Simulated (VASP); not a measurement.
# Na in VASP: notebook

Runs on Na. Level: PBEsol. Tasks: relaxation of cell and atoms, single point.

Everything below comes from runs of VASP 6.6.1. Logs are shortened: lines on timing, memory, paths and dates and some standing lists are left out, and cuts for length are marked.

**1. The cell of the first run**

The structure is hexagonal, space group P6_3/mmc (No. 194). Conventional cell: a = 3.767 Å, b = 3.767 Å, c = 6.154 Å, α = 90.00°, β = 90.00°, γ = 120.00°. Na (site symmetry -6m2) has 12 Na at 3.77 Å within 4.9 Å.

**2. Relaxation of cell and atoms, PBEsol**

INCAR

```
  PREC = Accurate
  ENCUT = 600
  EDIFF = 1E-6
  ISMEAR = 0
  SIGMA = 0.1
  LREAL = False
  LASPH = True
  NELM = 100
  ALGO = Normal
  ISIF = 3
  LWAVE = False
  LCHARG = False
  GGA = PS
  IBRION = 2
  NSW = 100
  EDIFFG = -0.005
```

KPOINTS

```
regular mesh
0
Gamma
  15 15 8
```

POSCAR

```
Na
1.0
    3.7670009976      0.0000000000      0.0000000000
   -1.8835004988      3.2623185600      0.0000000000
    0.0000000000      0.0000000000      6.1540000000
Na
2
Direct
    0.3333333333      0.6666666667      0.2500000000
    0.6666666667      0.3333333333      0.7500000000
```

Potentials or basis: VASP PAW PBE potentials, release 64 (Na_pv).

Run with:

```
$ cat potpaw_PBE.64/Na_pv/POTCAR > POTCAR
$ mpirun -np 1 vasp_std > vasp.out
```

OUTCAR:

```text
PREC = Accurate
   ENCUT = 600
   EDIFF = 1E-6
   ISMEAR = 0
   LREAL = False
   LASPH = True
   NELM = 100
   ISIF = 3
   GGA = PS
   IBRION = 2
   NSW = 100
   EDIFFG = -0.005

 ion  position               nearest neighbor table
   1  0.333  0.667  0.250-
   2  0.667  0.333  0.750-

  LATTYP: Found a hexagonal cell.
 ALAT       =     3.7670009976
 C/A-ratio  =     1.6336603054

  Lattice vectors:

 A1 = (   3.7670009976,   0.0000000000,   0.0000000000)
 A2 = (  -1.8835004988,   3.2623185600,   0.0000000000)
 A3 = (   0.0000000000,   0.0000000000,   6.1540000000)

Analysis of symmetry for initial positions (statically):
=====================================================================
 Subroutine PRICEL returns:
 Original cell was already a primitive cell.

 Routine SETGRP: Setting up the symmetry group for a
 hexagonal supercell.

 Subroutine GETGRP returns: Found 24 space group operations
 (whereof 12 operations were pure point group operations)
 out of a pool of 24 trial point group operations.

The static configuration has the point symmetry D_3d.
 The point group associated with its full space group is D_6h.

Analysis of symmetry for dynamics (positions and initial velocities):
=====================================================================
 Subroutine PRICEL returns:
 Original cell was already a primitive cell.

 Routine SETGRP: Setting up the symmetry group for a
 hexagonal supercell.

 Subroutine GETGRP returns: Found 24 space group operations
 (whereof 12 operations were pure point group operations)
 out of a pool of 24 trial point group operations.

The dynamic configuration has the point symmetry D_3d.
 The point group associated with its full space group is D_6h.

 Subroutine INISYM returns: Found 24 space group operations
 (whereof 12 operations are pure point group operations),
 and found     1 'primitive' translations

----------------------------------------------------------------------------------------

                                     Primitive cell

  volume of cell :      75.6275

  direct lattice vectors                    reciprocal lattice vectors
     3.767000998  0.000000000  0.000000000     0.265463163  0.153265229  0.000000000
    -1.883500499  3.262318560  0.000000000     0.000000000  0.306530457  0.000000000
     0.000000000  0.000000000  6.154000000     0.000000000  0.000000000  0.162495938

  length of vectors
     3.767000998  3.767000998  6.154000000     0.306530457  0.306530457  0.162495938

  position of ions in fractional coordinates (direct lattice)
     0.333333333  0.666666667  0.250000000
     0.666666667  0.333333333  0.750000000

  ion indices of the primitive-cell ions
   primitive index   ion index
                 1           1
                 2           2

----------------------------------------------------------------------------------------

 KPOINTS: regular mesh

Automatic generation of k-mesh.
 Grid dimensions read from file:
 generate k-points for:   15   15    8

 Generating k-lattice:

  Cartesian coordinates                     Fractional coordinates (reciprocal lattice)
     0.017697544  0.010217682  0.000000000     0.066666667  0.000000000  0.000000000
     0.000000000  0.020435364  0.000000000     0.000000000  0.066666667  0.000000000
     0.000000000  0.000000000  0.020311992     0.000000000  0.000000000  0.125000000

  Length of vectors
     0.020435364  0.020435364  0.020311992

  Shift w.r.t. Gamma in fractional coordinates (k-lattice)
     0.000000000  0.000000000  0.000000000

 Subroutine IBZKPT returns following result:
 ===========================================

 Found    135 irreducible k-points:

 Following reciprocal coordinates:
            Coordinates               Weight
  0.000000  0.000000  0.000000      1.000000
  0.066667  0.000000  0.000000      6.000000
  0.133333  0.000000  0.000000      6.000000
  0.200000  0.000000  0.000000      6.000000
  0.266667  0.000000  0.000000      6.000000
  0.333333  0.000000  0.000000      6.000000
[... 16 lines left out ...]
  0.333333  0.200000  0.000000     12.000000
  0.400000  0.200000  0.000000      6.000000
 [... further k-points ...]
   k-points           NKPTS =    135   k-points in BZ     NKDIM =    135   number of bands    NBANDS=     11
   number of dos      NEDOS =    301   number of ions     NIONS =      2
   total plane-waves  NPLWV =  45000
   dimension x,y,z NGX =    30 NGY =   30 NGZ =   50
   dimension x,y,z NGXF=    60 NGYF=   60 NGZF=  100
   ions per type =               2
   NGX,Y,Z   is equivalent  to a cutoff of  13.24, 13.24, 13.51 a.u.
   NGXF,Y,Z  is equivalent  to a cutoff of  26.48, 26.48, 27.01 a.u.
 SYSTEM =  unknown system
   PREC   = accura    normal or accurate (medium, high low for compatibility)
   ISTART =      0    job   : 0-new  1-cont  2-samecut
   ICHARG =      2    charge: 1-file 2-atom 10-const
   ISPIN  =      1    spin polarized calculation?
   LNONCOLLINEAR =      F non collinear calculations
   LSORBIT =      F    spin-orbit coupling
   LASPH  =      T    aspherical Exc in radial PAW
   ENCUT  =  600.0 eV  44.10 Ry    6.64 a.u.   7.52  7.52 12.29*2*pi/ulx,y,z
   NELM   =    100;   NELMIN=  2; NELMDL= -5     # of ELM steps
   EDIFF  = 0.1E-05   stopping-criterion for ELM
   LREAL  =      F    real-space projection
   EDIFFG = -.5E-02   stopping-criterion for IOM
   NSW    =    100    number of steps for IOM
   IBRION =      2    ionic relax: 0-MD 1-quasi-New 2-CG
   NFREE  =      1    steps in history (QN), initial steepest desc. (CG)
   ISIF   =      3    stress and relaxation
   ISYM   =      2    0-nonsym 1-usesym 2-fastsym
   POTIM  = 0.5000    time-step for ionic-motion
   TEBEG  =    0.0;   TEEND  =   0.0 temperature during run
   PSTRESS=    0.0 pullay stress
   NELECT =      14.0000    total number of electrons
   NUPDOWN=      -1.0000    fix difference up-down
   EMIN   =  10.00;   EMAX   =-10.00  energy-range for DOS
   EFERMI =   0.00;   METHOD = LEGACY
   ISMEAR =     0;   SIGMA  =   0.10  broadening in eV -4-tet -1-fermi 0-gaus
   EFERMI_NEDOS =   21; number of points for ismear=-14 and -15
   IALGO  =     38    algorithm
   IMIX   =      4    mixing-type and parameters
     AMIX     =   0.40;   BMIX     =  1.00
     AMIX_MAG =   1.60;   BMIX_MAG =  1.00
  volume/ion in A,a.u.               =      37.81       255.18
  Fermi-wavevector in a.u.,A,eV,Ry     =   0.933020  1.763152 11.844231  0.870526
  Thomas-Fermi vector in A             =   2.059678
   LORBIT       =      0    0 simple, 1 ext, 2 COOP (PROOUT), +10 PAW based schemes
   GGA     = PS    functional components
   LHFCALC =     F    Hartree Fock is set to
   AEXX    =    0.0000 exact exchange contribution
   IVDW    =     0    specifies the selected vdW correction
   LEPSILON=     F    determine dielectric tensor
   LRPA    =     F    only Hartree local field effects (RPA)
 conjugate gradient relaxation of ions
 non-spin polarized calculation
 Gauss-broadening in eV      SIGMA  =   0.10
  energy-cutoff  :      600.00
  volume of cell :       75.63
 maximum number of plane-waves:      2551
 NGX is ok and might be reduce to    30
   NGX = 15   NGY = 15   NGZ = 25

--------------------------------------- Ionic step        1  -------------------------------------------

 number of electron      14.0000000 magnetization

 Free energy of the ion-electron system (eV)
  ---------------------------------------------------
  ext. energy  EPLUGINS =         0.00000000
  ---------------------------------------------------
  free energy    TOTEN  =        -2.79768071 eV

  energy without entropy =       -2.79168118  energy(sigma->0) =       -2.79468094

------------------------ aborting loop because EDIFF is reached ----------------------------------------

  FORCE on cell =-STRESS in cart. coord.  units (eV):
  Direction    XX          YY          ZZ          XY          YZ          ZX
  --------------------------------------------------------------------------------------
  -------------------------------------------------------------------------------------
  Total       -0.1208969     -0.1208969     -0.1360163      0.0000000     -0.0000000      0.0000000
  in kB       -2.5612153     -2.5612153     -2.8815231      0.0000000     -0.0000000      0.0000000
  external PRESSURE =      -2.6679846 kB  Pullay stress =       0.0000000 kB

 VOLUME and BASIS-vectors are now :
 -----------------------------------------------------------------------------
  energy-cutoff  :      600.00
  volume of cell :       75.63
      direct lattice vectors                 reciprocal lattice vectors
     3.767000998  0.000000000  0.000000000     0.265463163  0.153265229  0.000000000
    -1.883500499  3.262318560  0.000000000     0.000000000  0.306530457  0.000000000
     0.000000000  0.000000000  6.154000000     0.000000000  0.000000000  0.162495938
[... 109 lines left out ...]
 POSITION                                       TOTAL-FORCE (eV/Angst)
 -----------------------------------------------------------------------------------
     -0.00000      2.14502      1.51474        -0.000000      0.000000      0.000000
      1.85764      1.07251      4.54421         0.000000     -0.000000      0.000000
 -----------------------------------------------------------------------------------
    total drift:                                0.000000     -0.000000      0.000000

  FREE ENERGIE OF THE ION-ELECTRON SYSTEM (eV)
  ---------------------------------------------------
  free  energy   TOTEN  =        -2.8005061968 eV

  energy  without entropy=       -2.7945879061  energy(sigma->0) =       -2.79754705

--------------------------------------- Ionic step        5  -------------------------------------------

 number of electron      14.0000022 magnetization

 Free energy of the ion-electron system (eV)
  ---------------------------------------------------
  ext. energy  EPLUGINS =         0.00000000
  ---------------------------------------------------
  free energy    TOTEN  =        -2.80051893 eV

  energy without entropy =       -2.79459512  energy(sigma->0) =       -2.79755703

 E-fermi :   0.3800     XC(G=0):  -6.5547

 val. band max:        0.3758061665   @ k =   0.2667   0.0000   0.2500
 cond. band min:       0.3823002632   @ k =   0.2000   0.2000   0.3750
 fundamental gap:      0.0064940966
 Fermi energy:         0.3800364106

 k-point     1 :       0.0000    0.0000    0.0000
  band No.  band energies     occupation
      1     -24.4394      2.00000
      2     -24.4067      2.00000
      3     -24.4067      2.00000
      4     -24.4014      2.00000
      5     -24.4014      2.00000
      6     -24.4011      2.00000
      7      -2.9588      2.00000
      8       0.9154      0.00000
      9       1.3597      0.00000
     10      10.4450      0.00000
     11      10.4450      0.00000

 k-point     2 :       0.0667    0.0000    0.0000
  band No.  band energies     occupation
      1     -24.4389      2.00000
      2     -24.4079      2.00000
      3     -24.4071      2.00000
      4     -24.4026      2.00000
      5     -24.4016      2.00000
      6     -24.4014      2.00000
      7      -2.8920      2.00000
      8       0.9744      0.00000
      9       1.4245      0.00000
     10       9.1500      0.00000
     11       9.8665      0.00000
[... 295 lines left out ...]
 k-point    24 :       0.4000    0.2000    0.0000
  band No.  band energies     occupation
      1     -24.4326      2.00000
      2     -24.4268      2.00000
      3     -24.4207      2.00000
      4     -24.4199      2.00000
      5     -24.4131      2.00000
      6     -24.4122      2.00000
      7       1.0030      0.00000
      8       1.1556      0.00000
      9       3.6756      0.00000
     10       4.6649      0.00000
     11       4.6769      0.00000

 [... further k-points ...]
[... 5 lines left out ...]
  --------------------------------------------------------------------------------------
  -------------------------------------------------------------------------------------
  Total       -0.0019867     -0.0019867     -0.0094231      0.0000000      0.0000000      0.0000000
  in kB       -0.0438140     -0.0438140     -0.2078175      0.0000000      0.0000000      0.0000000
  external PRESSURE =      -0.0984818 kB  Pullay stress =       0.0000000 kB

 VOLUME and BASIS-vectors are now :
 -----------------------------------------------------------------------------
  energy-cutoff  :      600.00
  volume of cell :       72.65
      direct lattice vectors                 reciprocal lattice vectors
     3.718865981  0.000000000  0.000000000     0.268899177  0.155249012  0.000000000
    -1.859432991  3.220632413  0.000000000    -0.000000000  0.310498024  0.000000000
     0.000000000 -0.000000000  6.065529418    -0.000000000 -0.000000000  0.164866070

 POSITION                                       TOTAL-FORCE (eV/Angst)
 -----------------------------------------------------------------------------------
     -0.00000      2.14709      1.51638        -0.000000      0.000000      0.000000
      1.85943      1.07354      4.54915         0.000000     -0.000000      0.000000
 -----------------------------------------------------------------------------------
    total drift:                                0.000000     -0.000000      0.000000

  FREE ENERGIE OF THE ION-ELECTRON SYSTEM (eV)
  ---------------------------------------------------
  free  energy   TOTEN  =        -2.8005189291 eV

  energy  without entropy=       -2.7945951238  energy(sigma->0) =       -2.79755703

 reached required accuracy - stopping structural energy minimisation
```

It took 3.4 min on 1 thread of Intel Xeon Platinum 8259CL at 2.50GHz (Skylake/Cascade Lake), shared host; peak memory 0.27 GiB.

What came out:

| Item | Value |
| --- | --- |
| Free energy | -2.8005 eV |
| Relaxed volume | 36.32 Å³/atom |
| Relaxed cell | a = 3.719 Å, b = 3.719 Å, c = 6.066 Å, α = 90.00°, β = 90.00°, γ = 120.00° |
| Space group after relaxing (to 0.05 Å) | P6_3/mmc (No. 194) |
| Energy gained by relaxing | 1.4 meV/atom |
| Ionic steps | 5 |
| Pressure after relaxing | 0.0 GPa |
| Band gap on the k mesh | zero (band 7 reaches 2.45 eV, above the bottom of band 8 at -1.91 eV) |

The path:
```csv
step,energy change (eV),largest force (eV/Å),pressure (GPa),volume (Å³)
1,0.0000,0.0000,-0.27,75.63
2,-0.0011,0.0000,-0.21,74.94
3,-0.0028,0.0000,-0.04,72.90
4,-0.0028,0.0000,0.04,72.43
5,-0.0028,0.0000,-0.01,72.65
```

Final structure:
```cif
data_structure
_symmetry_space_group_name_H-M 'P 1'
_symmetry_Int_Tables_number 1
_cell_length_a 3.7189
_cell_length_b 3.7189
_cell_length_c 6.0655
_cell_angle_alpha 90.000
_cell_angle_beta 90.000
_cell_angle_gamma 120.000
_cell_volume 72.65
loop_
_atom_site_label
_atom_site_type_symbol
_atom_site_fract_x
_atom_site_fract_y
_atom_site_fract_z
_atom_site_occupancy
Na1 Na 0.33333 0.66667 0.25000 1
Na2 Na 0.66667 0.33333 0.75000 1
```

Caveat: the PAW data sets were made with another functional, which shifts forces and pressure a little.

(Part 1 of 2 ends here.)
